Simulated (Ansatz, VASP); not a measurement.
# Two plane-wave programs on MgF2

```xyz
6
Lattice="4.6152 0.0000 0.0000 0.0000 4.6152 0.0000 0.0000 0.0000 3.0478" Properties=species:S:1:pos:R:3 pbc="T T T"
Mg    2.3076    2.3076    1.5239
Mg    0.0000    0.0000    0.0000
F     3.2172    3.2172    0.0000
F     3.7056    0.9096    1.5239
F     1.3980    1.3980    0.0000
F     0.9096    3.7056    1.5239
```

Alike in both runs: task relaxation of the atoms; functional r2SCAN; k mesh 7 × 7 × 11; occupations fermi-dirac, width 0.01 eV; no spin polarisation.

|  | VASP | Ansatz |
| --- | --- | --- |
| version | VASP 6.6.1 | Ansatz 0.2.0 |
| potentials or method | VASP PAW PBE potentials, release 64 (Mg, F) | plane-wave PAW, scalar-relativistic |
| plane-wave cutoff (eV) | 580 | 500 |
| valence electrons in the cell | 32 | 48 |

```csv
,VASP,Ansatz,Ansatz less VASP
"gap on the k mesh at the Fermi level, each at its own relaxed structure (eV)",8.04,8.08,+0.041
```

VASP's potentials were made for PBE, not for r2SCAN. VASP's potentials hold 32 valence electrons a cell and Ansatz's 48, so a difference there can come from the potentials and not from the codes. Ansatz's warnings: stress scf threshold loose.

Noted on VASP's run: the relaxation stopped at its first step, so nothing moved.
